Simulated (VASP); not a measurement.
# Zn5O (F-43m) in VASP: further runs, part 2 of 2

VASP 6.6.1.

## (3) Single point, PBE, collinear spin, ferromagnetic start

This run uses another cell than the first one, of 14.95 Å³/atom.

INCAR

```
SYSTEM = Zn5O
PREC     = Accurate       ! precision mode
ENCUT    = 520            ! plane-wave cutoff, eV
EDIFF    = 1E-6           ! SCF threshold, eV
ISMEAR   = 0              ! smearing method
SIGMA    = 0.1            ! smearing width, eV
LREAL    = .False.        ! projectors in reciprocal space
LASPH    = .True.         ! aspherical terms in the spheres
NELM     = 150            ! most SCF steps
ALGO     = Normal         ! electronic algorithm
ISIF     = 2              ! what is computed and relaxed
LWAVE    = .False.        ! write WAVECAR
LCHARG   = .False.        ! write CHGCAR
ISPIN    = 2              ! spin polarisation
MAGMOM   = 0 0 0 0 0 1    ! initial moments
LORBIT   = 11             ! projections on sites
GGA      = PE             ! functional
NBANDS   = 46             ! bands
```

KPOINTS

```
Automatic mesh
0
Gamma
  4 4 4
  0 0 0
```

POSCAR

```
Zn5O
1.0
    0.0000000000      3.5531215225      3.5531215225
    3.5531215225      0.0000000000      3.5531215225
    3.5531215225      3.5531215225      0.0000000000
Zn O
5 1
Direct
    0.2500000000      0.2500000000      0.2500000000
    0.1246429906      0.6251190031      0.6251190031
    0.6251190031      0.6251190031      0.6251190031
    0.6251190031      0.6251190031      0.1246429906
    0.6251190031      0.1246429906      0.6251190031
    0.0000000000      0.0000000000      0.0000000000
```

Potentials or basis: VASP PAW PBE potentials, release 64 (Zn, O).

Run with:

```console
$ cat potpaw_PBE.64/Zn/POTCAR potpaw_PBE.64/O/POTCAR > POTCAR
$ mpirun -np 1 vasp_std > vasp.out
```

OUTCAR:

```text
SYSTEM = Zn5O
   PREC = Accurate
   ENCUT = 520
   EDIFF = 1E-6
   ISMEAR = 0
   LREAL = .False.
   LASPH = .True.
   NELM = 150
   ISIF = 2
   ISPIN = 2
   LORBIT = 11
   GGA = PE

 ion  position               nearest neighbor table
   1  0.250  0.250  0.250-   2 2.95   4 2.95   5 2.95   3 2.95   3 2.95   3 2.95   2 2.95   2 2.95
                             5 2.95   5 2.95   4 2.95   4 2.95
   2  0.125  0.625  0.625-   3 2.51   4 2.51   5 2.51   3 2.51   4 2.51   5 2.51   1 2.95   1 2.95
                             1 2.95
   3  0.625  0.625  0.625-   2 2.51   4 2.51   5 2.51   4 2.51   5 2.51   2 2.51   1 2.95   1 2.95
                             1 2.95
   4  0.625  0.625  0.125-   2 2.51   3 2.51   5 2.51   3 2.51   5 2.51   2 2.51   1 2.95   1 2.95
                             1 2.95
   5  0.625  0.125  0.625-   2 2.51   3 2.51   4 2.51   4 2.51   3 2.51   2 2.51   1 2.95   1 2.95
                             1 2.95
   6  0.000  0.000  0.000-

  LATTYP: Found a face centered cubic cell.
 ALAT       =     7.1062430450

  Lattice vectors:

 A1 = (   0.0000000000,   3.5531215225,   3.5531215225)
 A2 = (   3.5531215225,   0.0000000000,   3.5531215225)
 A3 = (   3.5531215225,   3.5531215225,   0.0000000000)

Analysis of symmetry for initial positions (statically):
=====================================================================
 Subroutine PRICEL returns:
 Original cell was already a primitive cell.

 Routine SETGRP: Setting up the symmetry group for a
 face centered cubic supercell.

 Subroutine GETGRP returns: Found 24 space group operations
 (whereof 24 operations were pure point group operations)
 out of a pool of 48 trial point group operations.

The static configuration has the point symmetry T_d .

Analysis of symmetry for dynamics (positions and initial velocities):
=====================================================================
 Subroutine PRICEL returns:
 Original cell was already a primitive cell.

 Routine SETGRP: Setting up the symmetry group for a
 face centered cubic supercell.

 Subroutine GETGRP returns: Found 24 space group operations
[... 172 lines left out ...]
      3      -6.1964      1.00000
      4      -6.1964      1.00000
      5      -6.1964      1.00000
      6      -5.8920      1.00000
[... 373 lines left out ...]
     44      13.0336      0.00000
     45      13.4946      0.00000
 Fermi energy:         2.1428468060

 spin component 2

 k-point     1 :       0.0000    0.0000    0.0000
  band No.  band energies     occupation
      1     -14.1738      1.00000
      2      -7.6078      1.00000
      3      -6.1962      1.00000
      4      -6.1962      1.00000
      5      -6.1962      1.00000
      6      -5.8919      1.00000
[... 373 lines left out ...]
     44      13.0343      0.00000
     45      13.4953      0.00000
 [bands above 45 left out]

------------------------ aborting loop because EDIFF is reached ----------------------------------------

  FORCE on cell =-STRESS in cart. coord.  units (eV):
  Direction    XX          YY          ZZ          XY          YZ          ZX
  --------------------------------------------------------------------------------------
  -------------------------------------------------------------------------------------
  Total        0.1298435      0.1298435      0.1298435      0.0000000      0.0000000      0.0000000
  in kB        2.3188383      2.3188383      2.3188383      0.0000000      0.0000000      0.0000000
  external PRESSURE =       2.3188383 kB  Pullay stress =       0.0000000 kB

 VOLUME and BASIS-vectors are now :
 -----------------------------------------------------------------------------
  energy-cutoff  :      520.00
  volume of cell :       89.71
      direct lattice vectors                 reciprocal lattice vectors
     0.000000000  3.553121523  3.553121523    -0.140721334  0.140721334  0.140721334
     3.553121523  0.000000000  3.553121523     0.140721334 -0.140721334  0.140721334
     3.553121523  3.553121523  0.000000000     0.140721334  0.140721334 -0.140721334

 POSITION                                       TOTAL-FORCE (eV/Angst)
 -----------------------------------------------------------------------------------
      1.77656      1.77656      1.77656        -0.000000     -0.000000     -0.000000
      4.44225      2.66400      2.66400        -0.017101      0.017101      0.017101
      4.44225      4.44225      4.44225        -0.017101     -0.017101     -0.017101
      2.66400      2.66400      4.44225         0.017101      0.017101     -0.017101
      2.66400      4.44225      2.66400         0.017101     -0.017101      0.017101
      0.00000      0.00000      0.00000        -0.000000     -0.000000     -0.000000
 -----------------------------------------------------------------------------------
    total drift:                                0.000000      0.000000      0.000000

  FREE ENERGIE OF THE ION-ELECTRON SYSTEM (eV)
  ---------------------------------------------------
  free  energy   TOTEN  =        -8.9939368332 eV

  energy  without entropy=       -8.9458931624  energy(sigma->0) =       -8.96991500

 total charge

# of ion       s       p       d       tot
------------------------------------------
    1        0.610   0.278   9.730  10.617
    2        0.617   0.446   9.734  10.798
    3        0.617   0.446   9.734  10.798
    4        0.617   0.446   9.734  10.798
    5        0.617   0.446   9.734  10.798
    6        1.610   3.124   0.000   4.734
--------------------------------------------------
tot          4.689   5.188  48.667  58.544

 magnetization (x)

# of ion       s       p       d       tot
------------------------------------------
    1       -0.000   0.000   0.000   0.000
    2        0.000   0.000   0.000   0.000
    3        0.000   0.000   0.000   0.000
    4        0.000   0.000   0.000   0.000
    5        0.000   0.000   0.000   0.000
    6        0.000   0.001   0.000   0.001
--------------------------------------------------
tot          0.001   0.002   0.000   0.002
```

OSZICAR:

```text
N       E                     dE             d eps       ncg     rms          rms(c)
DAV:   1     0.503270478968E+03    0.50327E+03   -0.30205E+04  1472   0.217E+03
DAV:   2     0.459343412117E+02   -0.45734E+03   -0.42897E+03  1472   0.449E+02
DAV:   3    -0.108770656659E+02   -0.56811E+02   -0.54261E+02  1586   0.144E+02
DAV:   4    -0.128507923710E+02   -0.19737E+01   -0.19641E+01  1592   0.280E+01
DAV:   5    -0.128581867002E+02   -0.73943E-02   -0.73938E-02  1574   0.171E+00    0.134E+01
DAV:   6    -0.128109062305E+02    0.47280E-01   -0.16895E+01  2176   0.643E+01    0.198E+01
DAV:   7    -0.928977070457E+01    0.35211E+01   -0.20963E+01  1842   0.159E+01    0.469E+00
DAV:   8    -0.903298590290E+01    0.25678E+00   -0.10897E+00  1522   0.503E+00    0.249E+00
DAV:   9    -0.902598030986E+01    0.70056E-02   -0.12590E-01  1634   0.215E+00    0.168E+00
DAV:  10    -0.900549948097E+01    0.20481E-01   -0.38207E-02  1628   0.103E+00    0.864E-01
DAV:  11    -0.900882778241E+01   -0.33283E-02   -0.31601E-03  1598   0.216E-01    0.936E-01
DAV:  12    -0.899939350297E+01    0.94343E-02   -0.33758E-03  1862   0.313E-01    0.579E-01
DAV:  13    -0.899394469828E+01    0.54488E-02   -0.72705E-03  1754   0.414E-01    0.253E-01
DAV:  14    -0.899423165924E+01   -0.28696E-03   -0.20084E-03  1540   0.251E-01    0.213E-01
DAV:  15    -0.899392612279E+01    0.30554E-03   -0.71939E-04  1702   0.138E-01    0.688E-02
DAV:  16    -0.899393052959E+01   -0.44068E-05   -0.15002E-04  1568   0.983E-02    0.305E-02
DAV:  17    -0.899393751223E+01   -0.69826E-05   -0.11977E-05  1570   0.287E-02    0.170E-02
DAV:  18    -0.899393683323E+01    0.67901E-06   -0.51566E-06  1464   0.174E-02
   1 F= -.89939368E+01 E0= -.89699150E+01  d E =-.480437E-01  mag=     0.0011
```

stdout:

```text
POSCAR found type information on POSCAR ZnO
 POSCAR found :  2 types and       6 ions
 scaLAPACK will be used
 LDA part: xc-table for (Slater+PW92), standard interpolation
 POSCAR, INCAR and KPOINTS ok, starting setup
 FFT: planning ... GRIDC
 FFT: planning ... GRID_SOFT
 FFT: planning ... GRID
 WAVECAR not read
 entering main loop
```

Wall time 66 s (1 thread of Intel Xeon 6975P-C (Granite Rapids), shared host); peak memory 0.3 GiB.

Results:

```yaml
Free_energy: -8.9939 eV
Pressure: 0.2 GPa
Largest_force: 0.030 eV/Å
Band_gap_on_the_k_mesh: zero (filled and empty bands overlap)
Net_moment: 0.00 μB per cell
Valence_electrons_inside_the_program's_atomic_spheres: Zn 10.62, 10.80 (each value once); O 4.73
```

Forces in eV/Å, atoms in the order of the input:
```
Zn   0.000  0.000  0.000
Zn  -0.017  0.017  0.017
Zn  -0.017 -0.017 -0.017
Zn   0.017  0.017 -0.017
Zn   0.017 -0.017  0.017
O    0.000  0.000  0.000
```

Levels at points of the mesh, in eV from the Fermi level:
Spin up:
| k point | band 30 | band 31 | band 32 | band 33 | band 34 | band 35 | band 36 | band 37 |
| --- | --- | --- | --- | --- | --- | --- | --- | --- |
| (0.00, 0.00, 0.00) | -2.20 | -2.20 | 0.13 | 0.13 | 0.13 | 1.03 | 1.99 | 1.99 |
| (0.50, 0.00, 0.00) | -2.45 | -2.36 | -0.61 | -0.40 | -0.40 | 2.10 | 2.10 | 2.76 |
| (0.50, 0.50, 0.00) | -3.52 | -3.12 | -0.60 | 0.21 | 0.21 | 0.69 | 5.67 | 6.46 |
Spin down:
```
           k point  band 29  band 30  band 31  band 32  band 33  band 34  band 35  band 36  band 37  band 38
(0.00, 0.00, 0.00)    -2.20    -2.20    -2.20     0.13     0.13     0.13     1.03     2.00     2.00     2.00
(0.50, 0.00, 0.00)    -2.45    -2.45    -2.36    -0.61    -0.40    -0.40     2.10     2.10     2.76     5.76
(0.50, 0.50, 0.00)    -3.51    -3.51    -3.12    -0.60     0.21     0.21     0.69     5.67     6.46     6.46
```

Caveat: the k points lie up to 0.38 Å⁻¹ apart, too coarse for converged energies and pressures of a metal; semilocal functionals underestimate gaps, and a narrow one can read as zero.
